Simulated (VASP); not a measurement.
# Pt (R-3m) in VASP: further runs

Runs on Pt. Level: LDA. Tasks: single point.

Program: VASP 6.6.1. These are calculated values, not measurements. Logs are shortened: lines on timing, memory, paths and dates and some standing lists are left out, and cuts for length are marked.

## 1. The cell of the first run

Symmetry: R-3m, No. 166, trigonal system. Conventional cell: a = 5.006 Å, b = 5.006 Å, c = 2.062 Å, α = 90.00°, β = 90.00°, γ = 120.00°. Pt (site symmetry -3m) has 2 Pt at 2.06 Å within 2.7 Å.

## 2. Single point, LDA (14.91 Å³/atom)

Input file INCAR:

```
PREC = Accurate
ENCUT = 570
EDIFF = 1E-6
ISMEAR = 0
SIGMA = 0.15
LREAL = F
LASPH = T
NELM = 120
ALGO = Normal
ISIF = 2
LWAVE = F
LCHARG = F
NBANDS = 15
GGA_COMPAT = F
```

Input file KPOINTS:

```
regular mesh
0
Gamma
  22 22 22
```

Input file POSCAR:

```
Pt
1.0
   -1.9630314943      1.5766195848      1.5766195848
    1.5766195848     -1.9630314943      1.5766195848
    1.5766195848      1.5766195848     -1.9630314943
Pt
1
Direct
    0.0000000000      0.0000000000      0.0000000000
```

Potentials or basis: VASP PAW LDA potentials, release 64 (Pt_sv_GW).

Command:

```sh
$ cat potpaw_LDA.64/Pt_sv_GW/POTCAR > POTCAR
$ mpirun -np 1 vasp_std > vasp.out
```

OUTCAR:

```text
PREC = Accurate
   ENCUT = 570
   EDIFF = 1E-6
   ISMEAR = 0
   LREAL = F
   LASPH = T
   NELM = 120
   ISIF = 2

 ion  position               nearest neighbor table
   1  0.000  0.000  0.000-

  LATTYP: Found a trigonal (rhomboedric) cell.
 ALAT       =     2.9706819550
 COS(alpha) =    -0.4197392560

  Lattice vectors:

 A1 = (  -1.9630314943,   1.5766195848,   1.5766195848)
 A2 = (   1.5766195848,  -1.9630314943,   1.5766195848)
 A3 = (   1.5766195848,   1.5766195848,  -1.9630314943)

Analysis of symmetry for initial positions (statically):
=====================================================================
 Subroutine PRICEL returns:
 Original cell was already a primitive cell.

 Routine SETGRP: Setting up the symmetry group for a
 trigonal (rhombohedral) supercell.

 Subroutine GETGRP returns: Found 12 space group operations
 (whereof 12 operations were pure point group operations)
 out of a pool of 12 trial point group operations.

The static configuration has the point symmetry D_3d.

Analysis of symmetry for dynamics (positions and initial velocities):
=====================================================================
 Subroutine PRICEL returns:
 Original cell was already a primitive cell.

 Routine SETGRP: Setting up the symmetry group for a
 trigonal (rhombohedral) supercell.

 Subroutine GETGRP returns: Found 12 space group operations
 (whereof 12 operations were pure point group operations)
 out of a pool of 12 trial point group operations.

The dynamic configuration has the point symmetry D_3d.

 Subroutine INISYM returns: Found 12 space group operations
 (whereof 12 operations are pure point group operations),
 and found     1 'primitive' translations

----------------------------------------------------------------------------------------

                                     Primitive cell

  volume of cell :      14.9123

  direct lattice vectors                    reciprocal lattice vectors
    -1.963031494  1.576619585  1.576619585     0.091720688  0.374234410  0.374234410
     1.576619585 -1.963031494  1.576619585     0.374234410  0.091720688  0.374234410
     1.576619585  1.576619585 -1.963031494     0.374234410  0.374234410  0.091720688

  length of vectors
     2.970681955  2.970681955  2.970681955     0.537136362  0.537136362  0.537136362

  position of ions in fractional coordinates (direct lattice)
     0.000000000  0.000000000  0.000000000

  ion indices of the primitive-cell ions
   primitive index   ion index
                 1           1

----------------------------------------------------------------------------------------

 KPOINTS: regular mesh

Automatic generation of k-mesh.
 Grid dimensions read from file:
 generate k-points for:   22   22   22

 Generating k-lattice:

  Cartesian coordinates                     Fractional coordinates (reciprocal lattice)
     0.004169122  0.017010655  0.017010655     0.045454545 -0.000000000 -0.000000000
     0.017010655  0.004169122  0.017010655    -0.000000000  0.045454545 -0.000000000
     0.017010655  0.017010655  0.004169122    -0.000000000 -0.000000000  0.045454545

  Length of vectors
     0.024415289  0.024415289  0.024415289

  Shift w.r.t. Gamma in fractional coordinates (k-lattice)
     0.000000000  0.000000000  0.000000000

 Subroutine IBZKPT returns following result:
 ===========================================

 Found   1024 irreducible k-points:

 Following reciprocal coordinates:
            Coordinates               Weight
  0.000000  0.000000  0.000000      1.000000
  0.045455 -0.000000  0.000000      6.000000
  0.090909 -0.000000  0.000000      6.000000
  0.136364  0.000000 -0.000000      6.000000
  0.181818  0.000000  0.000000      6.000000
  0.227273  0.000000  0.000000      6.000000
[... 16 lines left out ...]
  0.500000  0.045455 -0.000000     12.000000
 -0.454545  0.045455 -0.000000     12.000000
 [... further k-points ...]
   k-points           NKPTS =   1024   k-points in BZ     NKDIM =   1024   number of bands    NBANDS=     15
   number of dos      NEDOS =    301   number of ions     NIONS =      1
   total plane-waves  NPLWV =  13824
   dimension x,y,z NGX =    24 NGY =   24 NGZ =   24
   dimension x,y,z NGXF=    48 NGYF=   48 NGZF=   48
   ions per type =               1
   NGX,Y,Z   is equivalent  to a cutoff of  13.43, 13.43, 13.43 a.u.
   NGXF,Y,Z  is equivalent  to a cutoff of  26.86, 26.86, 26.86 a.u.
 SYSTEM =  unknown system
   PREC   = accura    normal or accurate (medium, high low for compatibility)
   ISTART =      0    job   : 0-new  1-cont  2-samecut
   ICHARG =      2    charge: 1-file 2-atom 10-const
   ISPIN  =      1    spin polarized calculation?
   LNONCOLLINEAR =      F non collinear calculations
   LSORBIT =      F    spin-orbit coupling
   LASPH  =      T    aspherical Exc in radial PAW
   ENCUT  =  570.0 eV  41.89 Ry    6.47 a.u.   5.78  5.78  5.78*2*pi/ulx,y,z
   NELM   =    120;   NELMIN=  2; NELMDL= -5     # of ELM steps
   EDIFF  = 0.1E-05   stopping-criterion for ELM
   LREAL  =      F    real-space projection
   EDIFFG = 0.1E-04   stopping-criterion for IOM
   NSW    =      0    number of steps for IOM
   IBRION =     -1    ionic relax: 0-MD 1-quasi-New 2-CG
   NFREE  =      0    steps in history (QN), initial steepest desc. (CG)
   ISIF   =      2    stress and relaxation
   ISYM   =      2    0-nonsym 1-usesym 2-fastsym
   POTIM  = 0.5000    time-step for ionic-motion
   TEBEG  =    0.0;   TEEND  =   0.0 temperature during run
   PSTRESS=    0.0 pullay stress
   NELECT =      18.0000    total number of electrons
   NUPDOWN=      -1.0000    fix difference up-down
   EMIN   =  10.00;   EMAX   =-10.00  energy-range for DOS
   EFERMI =   0.00;   METHOD = LEGACY
   ISMEAR =     0;   SIGMA  =   0.15  broadening in eV -4-tet -1-fermi 0-gaus
   EFERMI_NEDOS =   21; number of points for ismear=-14 and -15
   IALGO  =     38    algorithm
   IMIX   =      4    mixing-type and parameters
     AMIX     =   0.40;   BMIX     =  1.00
     AMIX_MAG =   1.60;   BMIX_MAG =  1.00
  volume/ion in A,a.u.               =      14.91       100.63
  Fermi-wavevector in a.u.,A,eV,Ry     =   1.743082  3.293947 41.339048  3.038334
  Thomas-Fermi vector in A             =   2.815223
   LORBIT       =      0    0 simple, 1 ext, 2 COOP (PROOUT), +10 PAW based schemes
   GGA     = CA    functional components
   LHFCALC =     F    Hartree Fock is set to
   AEXX    =    0.0000 exact exchange contribution
   IVDW    =     0    specifies the selected vdW correction
   LEPSILON=     F    determine dielectric tensor
   LRPA    =     F    only Hartree local field effects (RPA)
 non-spin polarized calculation
 Gauss-broadening in eV      SIGMA  =   0.15
  energy-cutoff  :      570.00
  volume of cell :       14.91
 maximum number of plane-waves:       479
   NGX = 11   NGY = 11   NGZ = 11

 number of electron      18.0000001 magnetization

 Free energy of the ion-electron system (eV)
  ---------------------------------------------------
  ext. energy  EPLUGINS =         0.00000000
  ---------------------------------------------------
  free energy    TOTEN  =        -4.21861095 eV

  energy without entropy =       -4.21035384  energy(sigma->0) =       -4.21448240

 E-fermi :  11.3589     XC(G=0): -14.2527

 val. band max:       11.3559106498   @ k =  -0.1818   0.2273   0.0455
 cond. band min:      11.3618413544   @ k =  -0.2273   0.4091   0.1364
 fundamental gap:      0.0059307046
 Fermi energy:        11.3588850008

 k-point     1 :       0.0000    0.0000    0.0000
  band No.  band energies     occupation
      1     -88.1152      2.00000
      2     -42.1526      2.00000
      3     -42.1526      2.00000
      4     -41.1807      2.00000
      5      -0.1050      2.00000
      6       1.6980      2.00000
      7       6.4650      2.00000
      8       6.4650      2.00000
      9      12.1635      0.00000
     10      12.1635      0.00000
     11      23.5570      0.00000
     12      26.8242      0.00000
     13      26.8242      0.00000
     14      36.2655      0.00000
     15      36.2655      0.00000

 k-point     2 :       0.0455   -0.0000    0.0000
  band No.  band energies     occupation
      1     -88.1060      2.00000
      2     -42.1452      2.00000
      3     -42.1436      2.00000
      4     -41.2754      2.00000
      5       0.1308      2.00000
      6       1.8087      2.00000
      7       6.4858      2.00000
      8       6.5216      2.00000
      9      11.8332      0.00001
     10      11.8680      0.00000
     11      23.6651      0.00000
     12      27.1922      0.00000
     13      27.2181      0.00000
     14      35.9774      0.00000
     15      36.2003      0.00000

 k-point     3 :       0.0909   -0.0000    0.0000
  band No.  band energies     occupation
      1     -88.0774      2.00000
      2     -42.1223      2.00000
      3     -42.1161      2.00000
      4     -41.5471      2.00000
      5       0.7956      2.00000
      6       2.1655      2.00000
      7       6.5461      2.00000
      8       6.6896      2.00000
      9      10.9621      1.99982
     10      11.0842      1.99038
     11      23.9793      0.00000
     12      28.1232      0.00000
     13      28.2711      0.00000
     14      35.2308      0.00000
     15      35.9979      0.00000
[... 343 lines left out ...]
 k-point    23 :       0.5000    0.0455   -0.0000
  band No.  band energies     occupation
      1     -87.6205      2.00000
      2     -45.1838      2.00000
      3     -41.7652      2.00000
      4     -41.6909      2.00000
      5       2.4128      2.00000
      6       3.6963      2.00000
      7       8.4430      2.00000
      8       8.9665      2.00000
      9      11.4560      0.35976
     10      13.7622      0.00000
     11      23.3510      0.00000
     12      24.2789      0.00000
     13      27.1881      0.00000
     14      32.5755      0.00000
     15      34.2546      0.00000

 k-point    24 :      -0.4545    0.0455   -0.0000
  band No.  band energies     occupation
      1     -87.6516      2.00000
      2     -44.9676      2.00000
      3     -41.7940      2.00000
      4     -41.7202      2.00000
      5       2.6819      2.00000
      6       4.0212      2.00000
      7       8.2278      2.00000
      8       8.6419      2.00000
      9      10.8774      1.99999
     10      13.3123      0.00000
     11      23.6033      0.00000
     12      23.7858      0.00000
     13      27.5802      0.00000
     14      33.3440      0.00000
     15      34.0999      0.00000

 [... further k-points ...]

------------------------ aborting loop because EDIFF is reached ----------------------------------------

  FORCE on cell =-STRESS in cart. coord.  units (eV):
  Direction    XX          YY          ZZ          XY          YZ          ZX
  --------------------------------------------------------------------------------------
  -------------------------------------------------------------------------------------
  Total        9.4258558      9.4258558      9.4258558     10.0687368     10.0687368     10.0687368
  in kB     1012.7161158   1012.7161158   1012.7161158   1081.7873993   1081.7873993   1081.7873993
  external PRESSURE =    1012.7161158 kB  Pullay stress =       0.0000000 kB

 VOLUME and BASIS-vectors are now :
 -----------------------------------------------------------------------------
  energy-cutoff  :      570.00
  volume of cell :       14.91
      direct lattice vectors                 reciprocal lattice vectors
    -1.963031494  1.576619585  1.576619585     0.091720688  0.374234410  0.374234410
     1.576619585 -1.963031494  1.576619585     0.374234410  0.091720688  0.374234410
     1.576619585  1.576619585 -1.963031494     0.374234410  0.374234410  0.091720688

 POSITION                                       TOTAL-FORCE (eV/Angst)
 -----------------------------------------------------------------------------------
      0.00000      0.00000      0.00000         0.000000     -0.000000      0.000000
 -----------------------------------------------------------------------------------
    total drift:                                0.000000      0.000000     -0.000000

  FREE ENERGIE OF THE ION-ELECTRON SYSTEM (eV)
  ---------------------------------------------------
  free  energy   TOTEN  =        -4.2186109542 eV

  energy  without entropy=       -4.2103538450  energy(sigma->0) =       -4.21448240
```

Wall time 81 s (1 thread of Intel Xeon 6975P-C (Granite Rapids), shared host); peak memory 0.36 GiB.

What came out:

* Free energy: -4.2186 eV
* Pressure: 101.3 GPa
* Band gap on the k mesh: zero (bands 9 and 10 overlap by 5.73 eV)

Caveat: the cell stands under pressure; spin-orbit coupling is left out, which moves the levels of the heavy elements.

## 3. Single point, LDA (16.70 Å³/atom)

This run uses another cell than the first one, of 16.70 Å³/atom.

Input file INCAR:

```
SYSTEM = Pt
  PREC = Accurate
  ENCUT = 570
  EDIFF = 1E-6
  ISMEAR = 0
  SIGMA = 0.15
  LREAL = .FALSE.
  LASPH = .TRUE.
  NELM = 120
  ALGO = Normal
  ISIF = 2
  LWAVE = .FALSE.
  LCHARG = .FALSE.
  NBANDS = 15
  GGA_COMPAT = .FALSE.
```

Input file KPOINTS:

```
Automatic mesh
0
G
  22 22 22
  0 0 0
```

Input file POSCAR:

```
Pt
1.0
   -2.2571649582      1.6700468003      1.6700468003
    1.6700468003     -2.2571649582      1.6700468003
    1.6700468003      1.6700468003     -2.2571649582
Pt
1
Direct
    0.0000000000      0.0000000000      0.0000000000
```

Potentials or basis: VASP PAW LDA potentials, release 64 (Pt_sv_GW).

Command:

```sh
$ cat potpaw_LDA.64/Pt_sv_GW/POTCAR > POTCAR
$ mpirun -np 1 vasp_std > vasp.out
```

It took 5.2 min on 1 thread of Intel Xeon Platinum 8375C at 2.90GHz (Ice Lake), shared host; peak memory 0.41 GiB.

Results (log left out):

```
Free energy            : -0.1466 eV
Pressure               : 183.9 GPa
Band gap on the k mesh : zero (bands 9 and 10 overlap by 7.11 eV)
```

Stress tensor (GPa, compression positive):
```
183.88 183.15 183.15
183.15 183.88 183.15
183.15 183.15 183.88
```

Levels at points of the mesh, in eV from the Fermi level:
```tsv
k point	band 7	band 8	band 9	band 10	band 11	band 12
(0.00, 0.00, 0.00)	-5.75	-5.75	2.68	2.68	10.69	12.21
(0.50, 0.00, 0.00)	-2.29	-1.78	0.24	4.56	12.53	15.29
(0.50, 0.50, 0.00)	-3.83	-2.30	-1.37	2.70	2.79	6.92
(0.50, 0.50, 0.50)	-1.70	-1.70	2.20	9.35	9.35	10.37
```

Caveat: atoms lie so close that the PAW spheres overlap strongly, which falsifies energies and pressures; the cell stands under pressure; spin-orbit coupling is left out, which moves the levels of the heavy elements.

## 4. Single point, LDA (13.12 Å³/atom)

This run uses another cell than the first one, of 13.12 Å³/atom.

Input file INCAR:

```
  ALGO = Normal
  EDIFF = 1E-6
  ENCUT = 570
  GGA_COMPAT = F
  ISIF = 2
  ISMEAR = 0
  LASPH = T
  LCHARG = F
  LREAL = F
  LWAVE = F
  NBANDS = 15
  NELM = 120
  PREC = Accurate
  SIGMA = 0.15
```

Input file KPOINTS:

```
k-points
0
Gamma
  22 22 22
```

Input file POSCAR:

```
Pt
1.0
   -1.8811514386      1.5108571660      1.5108571660
    1.5108571660     -1.8811514386      1.5108571660
    1.5108571660      1.5108571660     -1.8811514386
Pt
1
Direct
    0.0000000000      0.0000000000      0.0000000000
```

Potentials or basis: VASP PAW LDA potentials, release 64 (Pt_sv_GW).

Command:

```sh
$ cat potpaw_LDA.64/Pt_sv_GW/POTCAR > POTCAR
$ mpirun -np 1 vasp_std > vasp.out
```

OUTCAR:

```text
EDIFF = 1E-6
   ENCUT = 570
   ISIF = 2
   ISMEAR = 0
   LASPH = T
   LREAL = F
   NELM = 120
   PREC = Accurate

 ion  position               nearest neighbor table
   1  0.000  0.000  0.000-

  LATTYP: Found a trigonal (rhomboedric) cell.
 ALAT       =     2.8467717659
 COS(alpha) =    -0.4197392560

  Lattice vectors:

 A1 = (  -1.8811514386,   1.5108571660,   1.5108571660)
 A2 = (   1.5108571660,  -1.8811514386,   1.5108571660)
 A3 = (   1.5108571660,   1.5108571660,  -1.8811514386)

Analysis of symmetry for initial positions (statically):
=====================================================================
 Subroutine PRICEL returns:
 Original cell was already a primitive cell.

 Routine SETGRP: Setting up the symmetry group for a
 trigonal (rhombohedral) supercell.

 Subroutine GETGRP returns: Found 12 space group operations
 (whereof 12 operations were pure point group operations)
 out of a pool of 12 trial point group operations.

The static configuration has the point symmetry D_3d.

Analysis of symmetry for dynamics (positions and initial velocities):
=====================================================================
[... 172 lines left out ...]
      7       8.0150      2.00000
      8       8.0150      2.00000
      9      15.0372      0.00000
     10      15.0372      0.00000
     11      25.5925      0.00000
     12      30.2917      0.00000
     13      30.2917      0.00000
     14      40.9473      0.00000
[... 401 lines left out ...]
      2     -43.8701      2.00000
      3     -39.7010      2.00000
      4     -39.5800      2.00000
      5       3.6357      2.00000
      6       5.2312      2.00000
      7      10.1517      2.00000
      8      10.6668      2.00000
      9      13.3595      2.00000
     10      16.1473      0.00000
     11      26.0668      0.00000
     12      27.6554      0.00000
     13      31.2743      0.00000
     14      37.3824      0.00000
     15      37.8841      0.00000

 [... further k-points ...]

------------------------ aborting loop because EDIFF is reached ----------------------------------------

  FORCE on cell =-STRESS in cart. coord.  units (eV):
  Direction    XX          YY          ZZ          XY          YZ          ZX
  --------------------------------------------------------------------------------------
  -------------------------------------------------------------------------------------
  Total       16.3973626     16.3973626     16.3973626     14.2953447     14.2953447     14.2953447
  in kB     2001.9418269   2001.9418269   2001.9418269   1745.3080275   1745.3080275   1745.3080275
  external PRESSURE =    2001.9418269 kB  Pullay stress =       0.0000000 kB

 VOLUME and BASIS-vectors are now :
 -----------------------------------------------------------------------------
  energy-cutoff  :      570.00
  volume of cell :       13.12
      direct lattice vectors                 reciprocal lattice vectors
    -1.881151439  1.510857166  1.510857166     0.095712974  0.390523547  0.390523547
     1.510857166 -1.881151439  1.510857166     0.390523547  0.095712974  0.390523547
     1.510857166  1.510857166 -1.881151439     0.390523547  0.390523547  0.095712974

 POSITION                                       TOTAL-FORCE (eV/Angst)
 -----------------------------------------------------------------------------------
      0.00000      0.00000      0.00000        -0.000000     -0.000000     -0.000000
 -----------------------------------------------------------------------------------
    total drift:                               -0.000000     -0.000000      0.000000

  FREE ENERGIE OF THE ION-ELECTRON SYSTEM (eV)
  ---------------------------------------------------
  free  energy   TOTEN  =        -2.5714100327 eV

  energy  without entropy=       -2.5642697881  energy(sigma->0) =       -2.56783991
```

Run time: 2.2 min. Hardware: 1 thread of AMD EPYC 9R45 (Zen 5), shared host; peak memory 0.31 GiB.

What came out:

```yaml
Free_energy: -2.5714 eV
Pressure: 200.2 GPa
Band_gap_on_the_k_mesh: zero (bands 9 and 10 overlap by 7.04 eV)
```

Caveat: the cell stands under pressure; spin-orbit coupling is left out, which moves the levels of the heavy elements.

[end of part 1 of 2]
